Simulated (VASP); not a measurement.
# CdSe (Fm-3m) in VASP: a series of runs

The runs below take CdSe through single point, with PBEsol.

Program: VASP 6.6.1. These are calculated values, not measurements. Logs are shortened: lines on timing, memory, paths and dates and some standing lists are left out, and cuts for length are marked.

## Step 1: The cell of the first run

It takes space group Fm-3m (No. 225, cubic). Conventional cell: a = 5.686 Å, b = 5.686 Å, c = 5.686 Å, α = 90.00°, β = 90.00°, γ = 90.00°. Within 3.7 Å of Cd (site symmetry m-3m) lie 6 Se at 2.84 Å. Within 3.7 Å of Se (site symmetry m-3m) lie 6 Cd at 2.84 Å.

## Step 2: Single point, PBEsol

The input, INCAR:

```
SYSTEM = CdSe
  PREC = Accurate
  ENCUT = 500
  EDIFF = 1E-6
  ISMEAR = -1
  SIGMA = 0.02
  LREAL = .False.
  LASPH = .True.
  NELM = 120
  ALGO = Normal
  ISIF = 2
  LWAVE = .False.
  LCHARG = .False.
  GGA = PS
  NBANDS = 16
  GGA_COMPAT = .False.
```

The input, KPOINTS:

```
regular mesh
0
Gamma
  6 6 6
  0 0 0
```

The input, POSCAR:

```
CdSe
1.0
    0.0000000000      2.8429458735      2.8429458735
    2.8429458735      0.0000000000      2.8429458735
    2.8429458735      2.8429458735      0.0000000000
Cd Se
1 1
Direct
    0.0000000000      0.0000000000      0.0000000000
    0.5000000000      0.5000000000      0.5000000000
```

Potentials or basis: VASP PAW PBE potentials, release 64 (Cd, Se).

On the command line:

```
$ cat potpaw_PBE.64/Cd/POTCAR potpaw_PBE.64/Se/POTCAR > POTCAR
$ mpirun -np 1 vasp_std > vasp.out
```

OUTCAR:

```text
SYSTEM = CdSe
   PREC = Accurate
   ENCUT = 500
   EDIFF = 1E-6
   ISMEAR = -1
   LREAL = .False.
   LASPH = .True.
   NELM = 120
   ISIF = 2
   GGA = PS

 ion  position               nearest neighbor table
   1  0.000  0.000  0.000-   2 2.84   2 2.84   2 2.84   2 2.84   2 2.84   2 2.84
   2  0.500  0.500  0.500-   1 2.84   1 2.84   1 2.84   1 2.84   1 2.84   1 2.84

  LATTYP: Found a face centered cubic cell.
 ALAT       =     5.6858917470

  Lattice vectors:

 A1 = (   0.0000000000,   2.8429458735,   2.8429458735)
 A2 = (   2.8429458735,   0.0000000000,   2.8429458735)
 A3 = (   2.8429458735,   2.8429458735,   0.0000000000)

Analysis of symmetry for initial positions (statically):
=====================================================================
 Subroutine PRICEL returns:
 Original cell was already a primitive cell.

 Routine SETGRP: Setting up the symmetry group for a
 face centered cubic supercell.

 Subroutine GETGRP returns: Found 48 space group operations
 (whereof 48 operations were pure point group operations)
 out of a pool of 48 trial point group operations.

The static configuration has the point symmetry O_h .

Analysis of symmetry for dynamics (positions and initial velocities):
=====================================================================
 Subroutine PRICEL returns:
 Original cell was already a primitive cell.

 Routine SETGRP: Setting up the symmetry group for a
 face centered cubic supercell.

 Subroutine GETGRP returns: Found 48 space group operations
 (whereof 48 operations were pure point group operations)
 out of a pool of 48 trial point group operations.

The dynamic configuration has the point symmetry O_h .

 Subroutine INISYM returns: Found 48 space group operations
 (whereof 48 operations are pure point group operations),
 and found     1 'primitive' translations

----------------------------------------------------------------------------------------

                                     Primitive cell

  volume of cell :      45.9553

  direct lattice vectors                    reciprocal lattice vectors
     0.000000000  2.842945874  2.842945874    -0.175873908  0.175873908  0.175873908
     2.842945874  0.000000000  2.842945874     0.175873908 -0.175873908  0.175873908
     2.842945874  2.842945874  0.000000000     0.175873908  0.175873908 -0.175873908

  length of vectors
     4.020532611  4.020532611  4.020532611     0.304622544  0.304622544  0.304622544

  position of ions in fractional coordinates (direct lattice)
[... 70 lines left out ...]
   EDIFF  = 0.1E-05   stopping-criterion for ELM
   LREAL  =      F    real-space projection
   EDIFFG = 0.1E-04   stopping-criterion for IOM
   NSW    =      0    number of steps for IOM
   IBRION =     -1    ionic relax: 0-MD 1-quasi-New 2-CG
   NFREE  =      0    steps in history (QN), initial steepest desc. (CG)
   ISIF   =      2    stress and relaxation
   ISYM   =      2    0-nonsym 1-usesym 2-fastsym
   POTIM  = 0.5000    time-step for ionic-motion
   TEBEG  =    0.0;   TEEND  =   0.0 temperature during run
   PSTRESS=    0.0 pullay stress
   NELECT =      18.0000    total number of electrons
   NUPDOWN=      -1.0000    fix difference up-down
   EMIN   =  10.00;   EMAX   =-10.00  energy-range for DOS
   EFERMI =   0.00;   METHOD = LEGACY
   ISMEAR =    -1;   SIGMA  =   0.02  broadening in eV -4-tet -1-fermi 0-gaus
   EFERMI_NEDOS =   21; number of points for ismear=-14 and -15
   IALGO  =     38    algorithm
   IMIX   =      4    mixing-type and parameters
     AMIX     =   0.40;   BMIX     =  1.00
     AMIX_MAG =   1.60;   BMIX_MAG =  1.00
  volume/ion in A,a.u.               =      22.98       155.06
  Fermi-wavevector in a.u.,A,eV,Ry     =   1.197808  2.263528 19.520865  1.434743
  Thomas-Fermi vector in A             =   2.333713
   LORBIT       =      0    0 simple, 1 ext, 2 COOP (PROOUT), +10 PAW based schemes
   GGA     = PS    functional components
   LHFCALC =     F    Hartree Fock is set to
   AEXX    =    0.0000 exact exchange contribution
   IVDW    =     0    specifies the selected vdW correction
   LEPSILON=     F    determine dielectric tensor
   LRPA    =     F    only Hartree local field effects (RPA)
 non-spin polarized calculation
  energy-cutoff  :      500.00
  volume of cell :       45.96
 maximum number of plane-waves:      1211
 NGX is ok and might be reduce to    30
   NGX = 15   NGY = 15   NGZ = 15

 number of electron      17.9999999 magnetization

 Free energy of the ion-electron system (eV)
  ---------------------------------------------------
  ext. energy  EPLUGINS =         0.00000000
  ---------------------------------------------------
  free energy    TOTEN  =        -5.98031437 eV

  energy without entropy =       -5.97872293  energy(sigma->0) =       -5.97951865

 E-fermi :   2.4194     XC(G=0): -10.3429

 val. band max:        2.3854246777   @ k =   0.5000   0.0000   0.0000
 cond. band min:       2.5174309885   @ k =   0.0000   0.0000   0.0000
 fundamental gap:      0.1320063108
 Fermi energy:         2.4193805818

 k-point     1 :       0.0000    0.0000    0.0000
  band No.  band energies     occupation
      1     -10.6929      2.00000
      2      -5.5169      2.00000
      3      -5.5169      2.00000
      4      -5.4981      2.00000
      5      -5.4981      2.00000
      6      -5.4981      2.00000
[... 281 lines left out ...]
      3      -5.5632      2.00000
      4      -5.4034      2.00000
      5      -5.2876      2.00000
      6      -4.8843      2.00000
[... 8 lines left out ...]
     15      15.5074      0.00000
     16      17.4156      0.00000

------------------------ aborting loop because EDIFF is reached ----------------------------------------

  FORCE on cell =-STRESS in cart. coord.  units (eV):
  Direction    XX          YY          ZZ          XY          YZ          ZX
  --------------------------------------------------------------------------------------
  -------------------------------------------------------------------------------------
  Total       -0.4585263     -0.4585263     -0.4585263      0.0000000     -0.0000000      0.0000000
  in kB      -15.9859728    -15.9859728    -15.9859728      0.0000000     -0.0000000      0.0000000
  external PRESSURE =     -15.9859728 kB  Pullay stress =       0.0000000 kB

 VOLUME and BASIS-vectors are now :
 -----------------------------------------------------------------------------
  energy-cutoff  :      500.00
  volume of cell :       45.96
      direct lattice vectors                 reciprocal lattice vectors
     0.000000000  2.842945874  2.842945874    -0.175873908  0.175873908  0.175873908
     2.842945874  0.000000000  2.842945874     0.175873908 -0.175873908  0.175873908
     2.842945874  2.842945874  0.000000000     0.175873908  0.175873908 -0.175873908

 POSITION                                       TOTAL-FORCE (eV/Angst)
 -----------------------------------------------------------------------------------
      0.00000      0.00000      0.00000         0.000000     -0.000000     -0.000000
      2.84295      2.84295      2.84295         0.000000      0.000000      0.000000
 -----------------------------------------------------------------------------------
    total drift:                               -0.000000      0.000000      0.000000

  FREE ENERGIE OF THE ION-ELECTRON SYSTEM (eV)
  ---------------------------------------------------
  free  energy   TOTEN  =        -5.9803143654 eV

  energy  without entropy=       -5.9787229314  energy(sigma->0) =       -5.97951865
```

stdout:

```text
POSCAR found type information on POSCAR CdSe
 POSCAR found :  2 types and       2 ions
 scaLAPACK will be used
 -----------------------------------------------------------------------------
|                                                                             |
|                                                                             |
|     You enforced a specific xc type in the INCAR file but a different       |
|     I HOPE YOU KNOW WHAT YOU ARE DOING!                                     |
|                                                                             |
 -----------------------------------------------------------------------------

 LDA part: xc-table for (Slater+PW92), standard interpolation
 POSCAR, INCAR and KPOINTS ok, starting setup
 FFT: planning ... GRIDC
 FFT: planning ... GRID_SOFT
 FFT: planning ... GRID
 WAVECAR not read
 entering main loop
```

Wall time 20 s (1 thread of Intel Xeon 8259CL, shared host); peak memory 0.17 GiB.

Results:

```yaml
Free_energy: -5.9803 eV
Pressure: -1.6 GPa
Band_gap_on_the_k_mesh: zero (bands 9 and 10 overlap by 0.51 eV)
```

Levels at points of the mesh, in eV from the Fermi level:
```
           k point  band 6  band 7  band 8  band 9  band 10  band 11  band 12  band 13
(0.00, 0.00, 0.00)   -7.92   -0.66   -0.66   -0.66     0.10     8.61     8.61     8.61
(0.50, 0.00, 0.00)   -7.76   -5.13   -0.03   -0.03     2.88     5.18     5.18     6.11
(0.50, 0.50, 0.00)   -7.18   -4.33   -2.19   -2.19    -0.54     5.32     9.84    10.45
```

Caveat: semilocal functionals underestimate gaps, so a narrow gap can read as zero; the PAW data sets were made with another functional, which shifts forces and pressure a little.

## Step 3: Single point, PBEsol

The input, INCAR:

```
SYSTEM = CdSe
PREC = Accurate
ENCUT = 500
EDIFF = 1E-6
ISMEAR = -5
SIGMA = 0.1
LREAL = .FALSE.
LASPH = .TRUE.
NELM = 120
ALGO = Normal
ISIF = 2
LWAVE = .FALSE.
LCHARG = .FALSE.
GGA = PS
NBANDS = 16
GGA_COMPAT = .FALSE.
```

The input, KPOINTS:

```
regular mesh
0
G
  6 6 6
  0 0 0
```

POSCAR is that of step 2.

Potentials or basis: VASP PAW PBE potentials, release 64 (Cd, Se).

On the command line:

```
$ cat potpaw_PBE.64/Cd/POTCAR potpaw_PBE.64/Se/POTCAR > POTCAR
$ mpirun -np 1 vasp_std > vasp.out
```

Run time: 25 s. Hardware: 1 thread of Intel Xeon 8259CL, shared host; peak memory 0.17 GiB.

The run converged. Its results:

- Free energy: -5.9768 eV
- Pressure: -1.6 GPa
- Band gap on the k mesh: zero (bands 9 and 10 overlap by 0.53 eV)

Levels at points of the mesh, in eV from the Fermi level:
```tsv
k point	band 6	band 7	band 8	band 9	band 10	band 11	band 12	band 13
(0.00, 0.00, 0.00)	-7.86	-0.56	-0.56	-0.56	0.18	8.69	8.69	8.69
(0.50, 0.00, 0.00)	-7.71	-5.06	0.06	0.06	2.96	5.25	5.25	6.19
(0.50, 0.50, 0.00)	-7.12	-4.25	-2.10	-2.10	-0.47	5.39	9.93	10.52
```

Caveat: semilocal functionals underestimate gaps, so a narrow gap can read as zero; the PAW data sets were made with another functional, which shifts forces and pressure a little; tetrahedron occupations give inexact forces and stress in metals.

[end of part 1 of 2]
